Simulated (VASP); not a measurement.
# Pd (Fm-3m) in VASP: notebook, part 2 of 2

VASP 6.6.1. Earlier steps stand in the parts before.

## 4. Single point, PBEsol

Contents of INCAR:

```
PREC = Accurate ; ENCUT = 520
EDIFF = 1E-6 ; ISMEAR = -1
SIGMA = 0.05 ; LREAL = F
LASPH = T ; NELM = 100
ALGO = Fast ; ISIF = 2
LWAVE = F ; LCHARG = F
GGA = PS ; NBANDS = 11
```

Contents of KPOINTS:

```
Automatic mesh
0
Gamma
  9 9 9
```

Contents of POSCAR:

```
Pd
1.0
    0.0000000000      1.9465000000      1.9465000000
    1.9465000000      0.0000000000      1.9465000000
    1.9465000000      1.9465000000      0.0000000000
Pd
1
Direct
    0.0000000000      0.0000000000      0.0000000000
```

Potentials or basis: VASP PAW PBE potentials, release 64 (Pd).

The run is started by

```sh
$ cat potpaw_PBE.64/Pd/POTCAR > POTCAR
$ mpirun -np 1 vasp_std > vasp.out
```

OUTCAR:

```text
PREC = Accurate
   ENCUT = 520
   EDIFF = 1E-6
   ISMEAR = -1
   LREAL = F
   LASPH = T
   NELM = 100
   ISIF = 2
   GGA = PS

 ion  position               nearest neighbor table
   1  0.000  0.000  0.000-

  LATTYP: Found a face centered cubic cell.
 ALAT       =     3.8930000000

  Lattice vectors:

 A1 = (   0.0000000000,   1.9465000000,   1.9465000000)
 A2 = (   1.9465000000,   0.0000000000,   1.9465000000)
 A3 = (   1.9465000000,   1.9465000000,   0.0000000000)

Analysis of symmetry for initial positions (statically):
[... 33 lines left out ...]
                                     Primitive cell

  volume of cell :      14.7500

  direct lattice vectors                    reciprocal lattice vectors
     0.000000000  1.946500000  1.946500000    -0.256871307  0.256871307  0.256871307
     1.946500000  0.000000000  1.946500000     0.256871307 -0.256871307  0.256871307
     1.946500000  1.946500000  0.000000000     0.256871307  0.256871307 -0.256871307

  length of vectors
     2.752766699  2.752766699  2.752766699     0.444914156  0.444914156  0.444914156

  position of ions in fractional coordinates (direct lattice)
     0.000000000  0.000000000  0.000000000

  ion indices of the primitive-cell ions
   primitive index   ion index
                 1           1

----------------------------------------------------------------------------------------

 KPOINTS: Automatic mesh

Automatic generation of k-mesh.
 Grid dimensions read from file:
 generate k-points for:    9    9    9

 Generating k-lattice:

  Cartesian coordinates                     Fractional coordinates (reciprocal lattice)
    -0.028541256  0.028541256  0.028541256     0.111111111  0.000000000  0.000000000
     0.028541256 -0.028541256  0.028541256     0.000000000  0.111111111  0.000000000
     0.028541256  0.028541256 -0.028541256     0.000000000  0.000000000  0.111111111

  Length of vectors
     0.049434906  0.049434906  0.049434906

  Shift w.r.t. Gamma in fractional coordinates (k-lattice)
[... 70 lines left out ...]
   IMIX   =      4    mixing-type and parameters
     AMIX     =   0.40;   BMIX     =  1.00
     AMIX_MAG =   1.60;   BMIX_MAG =  1.00
  volume/ion in A,a.u.               =      14.75        99.54
  Fermi-wavevector in a.u.,A,eV,Ry     =   1.438171  2.717748 28.141404  2.068335
  Thomas-Fermi vector in A             =   2.557167
   LORBIT       =      0    0 simple, 1 ext, 2 COOP (PROOUT), +10 PAW based schemes
   GGA     = PS    functional components
   LHFCALC =     F    Hartree Fock is set to
   AEXX    =    0.0000 exact exchange contribution
   IVDW    =     0    specifies the selected vdW correction
   LEPSILON=     F    determine dielectric tensor
   LRPA    =     F    only Hartree local field effects (RPA)
 non-spin polarized calculation
 RMM-DIIS sequential band-by-band and
  energy-cutoff  :      520.00
  volume of cell :       14.75
 maximum number of plane-waves:       411
   NGX = 11   NGY = 11   NGZ = 11

 number of electron      10.0000000 magnetization

 number of electron       9.9999999 magnetization

 Free energy of the ion-electron system (eV)
  ---------------------------------------------------
  ext. energy  EPLUGINS =         0.00000000
  ---------------------------------------------------
  free energy    TOTEN  =        -5.97459943 eV

  energy without entropy =       -5.95628439  energy(sigma->0) =       -5.96544191

 E-fermi :   9.5824     XC(G=0): -13.3836

 val. band max:        9.5663568619   @ k =   0.4444   0.1111   0.0000
 cond. band min:       9.6080801094   @ k =  -0.4444   0.3333   0.0000
 fundamental gap:      0.0417232475
 Fermi energy:         9.5824463747

 k-point     1 :       0.0000    0.0000    0.0000
  band No.  band energies     occupation
      1       2.3806      2.00000
      2       6.7457      2.00000
      3       6.7457      2.00000
      4       6.7457      2.00000
      5       8.3795      2.00000
      6       8.3795      2.00000
      7      26.7480      0.00000
      8      31.5196      0.00000
      9      31.5196      0.00000
     10      31.5196      0.00000
     11      36.7879      0.00000
[... 309 lines left out ...]
 k-point    24 :       0.4444    0.4444    0.0000
  band No.  band energies     occupation
      1       4.2582      2.00000
      2       4.5275      2.00000
      3       9.5211      1.54627
      4       9.7482      0.07015
      5       9.7482      0.07015
      6      12.1768      0.00000
      7      21.1947      0.00000
      8      23.0383      0.00000
      9      23.0383      0.00000
     10      31.0384      0.00000
     11      31.1295      0.00000

 [... further k-points ...]
[... 5 lines left out ...]
  --------------------------------------------------------------------------------------
  -------------------------------------------------------------------------------------
  Total       -0.3070712     -0.3070712     -0.3070712     -0.0000000     -0.0000000      0.0000000
  in kB      -33.3546539    -33.3546539    -33.3546539     -0.0000000     -0.0000000      0.0000000
  external PRESSURE =     -33.3546539 kB  Pullay stress =       0.0000000 kB

 VOLUME and BASIS-vectors are now :
 -----------------------------------------------------------------------------
  energy-cutoff  :      520.00
  volume of cell :       14.75
      direct lattice vectors                 reciprocal lattice vectors
     0.000000000  1.946500000  1.946500000    -0.256871307  0.256871307  0.256871307
     1.946500000  0.000000000  1.946500000     0.256871307 -0.256871307  0.256871307
     1.946500000  1.946500000  0.000000000     0.256871307  0.256871307 -0.256871307

 POSITION                                       TOTAL-FORCE (eV/Angst)
 -----------------------------------------------------------------------------------
      0.00000      0.00000      0.00000         0.000000     -0.000000     -0.000000
 -----------------------------------------------------------------------------------
    total drift:                                0.000000      0.000000      0.000000

  FREE ENERGIE OF THE ION-ELECTRON SYSTEM (eV)
  ---------------------------------------------------
  free  energy   TOTEN  =        -5.9745994276 eV

  energy  without entropy=       -5.9562843862  energy(sigma->0) =       -5.96544191
```

It took 5.7 s on 1 thread of Intel Xeon Platinum 8259CL at 2.50GHz (Skylake/Cascade Lake), shared host; peak memory 0.12 GiB.

What came out:

- Free energy: -5.9746 eV
- Pressure: -3.3 GPa
- Band gap on the k mesh: zero (band 5 reaches 9.80 eV, above the bottom of band 6 at 8.32 eV)

Caveat: the PAW data sets were made with another functional, which shifts forces and pressure a little.

## 5. Single point, PBEsol

Contents of INCAR:

```
SYSTEM = Pd
ALGO = Normal
EDIFF = 1E-7
ENCUT = 520
GGA = PS
ISIF = 2
ISMEAR = -1
LASPH = .True.
LCHARG = .False.
LREAL = .False.
LWAVE = .False.
NBANDS = 11
NELM = 60
PREC = Accurate
SIGMA = 0.05
```

Contents of KPOINTS:

```
k-points
0
Gamma
  12 12 12
  0 0 0
```

POSCAR is that of step 4.

The run is started by

```sh
$ cat potpaw_PBE.64/Pd/POTCAR > POTCAR
$ mpirun -np 1 vasp_std > vasp.out
```

It took 9.3 s on 1 thread of Intel Xeon Platinum 8259CL at 2.50GHz (Skylake/Cascade Lake), shared host; peak memory 0.13 GiB.

It converged, with:

* Free energy: -5.9731 eV
* Pressure: -3.2 GPa
* Band gap on the k mesh: zero (band 5 reaches 9.90 eV, above the bottom of band 6 at 8.32 eV)

Levels at points of the mesh, in eV from the Fermi level:
| k point | band 1 | band 2 | band 3 | band 4 | band 5 | band 6 | band 7 | band 8 | band 9 | band 10 |
| --- | --- | --- | --- | --- | --- | --- | --- | --- | --- | --- |
| (0.00, 0.00, 0.00) | -7.21 | -2.84 | -2.84 | -2.84 | -1.20 | -1.20 | 17.16 | 21.93 | 21.93 | 21.93 |
| (0.50, 0.00, 0.00) | -5.32 | -2.88 | -2.88 | 0.00 | 0.00 | 0.95 | 7.29 | 16.52 | 21.04 | 21.04 |
| (0.50, 0.50, 0.00) | -5.40 | -5.11 | -0.02 | 0.31 | 0.31 | 3.28 | 10.74 | 13.14 | 13.14 | 21.51 |

Caveat: the PAW data sets were made with another functional, which shifts forces and pressure a little.

## 6. Single point, PBEsol, non-collinear spin, zero start, spin-orbit coupling

Contents of INCAR:

```
ALGO = Fast
EDIFF = 1E-6
ENCUT = 520
GGA = PS
GGA_COMPAT = False
ISIF = 2
ISMEAR = -1
LASPH = True
LCHARG = False
LMAXMIX = 4
LORBIT = 11
LORBMOM = True
LREAL = False
LSORBIT = True
LWAVE = False
MAGMOM = 0 0 0
NBANDS = 21
NELM = 150
PREC = Accurate
SIGMA = 0.05
```

Contents of KPOINTS:

```
k-points
0
Gamma
  9 9 9
```

POSCAR is that of step 5.

Potentials or basis: VASP PAW PBE potentials, release 64 (Pd).

The run is started by

```sh
$ cat potpaw_PBE.64/Pd/POTCAR > POTCAR
$ mpirun -np 1 vasp_ncl > vasp.out
```

Run time: 33 s. Hardware: 1 thread of Intel Xeon Platinum 8259CL at 2.50GHz (Skylake/Cascade Lake), shared host; peak memory 0.16 GiB.

Results (log left out):

| Quantity | Value |
| --- | --- |
| Free energy | -6.0160 eV |
| Pressure | -3.2 GPa |
| Net moment | 0.00 μB per cell |
| Valence electrons inside the program's atomic spheres | Pd 9.42 |

Moments on the atoms (μB; x, y, z):
```
Pd  0.00 0.00 0.00
```

Caveat: the PAW data sets were made with another functional, which shifts forces and pressure a little.

## 7. The runs side by side

```tsv
task	level	spin	cell	k mesh	cutoff (eV)	gap on the mesh (eV)	pressure (GPa)	relaxed volume (Å³/atom)
relaxation of cell and atoms	RPBE+D4	off	relaxed	12 × 12 × 12	600	none	0.0	14.87
relaxation of cell and atoms	BLYP+D3(BJ)	off	relaxed	12 × 12 × 12	600	none	0.0	14.83
single point	PBEsol	off	as given	9 × 9 × 9	520	none	-3.3	-
single point	PBEsol	off	as given	12 × 12 × 12	520	none	-3.2	-
single point	PBEsol	non-collinear, zero start, SOC	as given	9 × 9 × 9	520	-	-3.2	-
```

Alike in all rows: potentials or basis VASP PAW PBE potentials, release 64 (Pd); smearing fermi-dirac 0.05 eV.

Caveats: the PAW data sets were made with another functional, which shifts forces and pressure a little; pairwise dispersion overbinds metals, which lowers pressure and volume (some runs).

Absolute energies hang on the potentials; compare differences alone.
